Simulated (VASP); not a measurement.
A run of VASP 6.6.1:

Contents of INCAR:

```
PREC = Accurate
ENCUT = 600
EDIFF = 1E-6
ISMEAR = -1
SIGMA = 0.05
LREAL = F
LASPH = T
NELM = 150
ALGO = Normal
ISIF = 3
LWAVE = F
LCHARG = F
ISPIN = 2
MAGMOM = 1 0
LORBIT = 11
LMAXMIX = 4
GGA = PS
IBRION = 2
NSW = 80
EDIFFG = -0.005
```

File KPOINTS:

```
regular mesh
0
Gamma
  11 11 11
```

POSCAR

```
NiO
1.0
    0.0000000000      2.0859016414      2.0859016414
    2.0859016414      0.0000000000      2.0859016414
    2.0859016414      2.0859016414      0.0000000000
Ni O
1 1
Direct
    0.0000000000      0.0000000000      0.0000000000
    0.5000000000      0.5000000000      0.5000000000
```

Potentials or basis: VASP PAW PBE potentials, release 64 (Ni, O).

The run is started by

```console
$ cat potpaw_PBE.64/Ni/POTCAR potpaw_PBE.64/O/POTCAR > POTCAR
$ mpirun -np 1 vasp_std > vasp.out
```

Hardware: 1 thread of Intel(R) Xeon(R) Platinum 8488C (Sapphire Rapids) (shared host).

Task: Estimate the wall time of this run.

Result: Wall time 45 s on 1 thread of Intel(R) Xeon(R) Platinum 8488C (Sapphire Rapids) (shared host), peak memory 0.17 GiB. Counts: scf iterations 35, k points 56, ion steps 3.
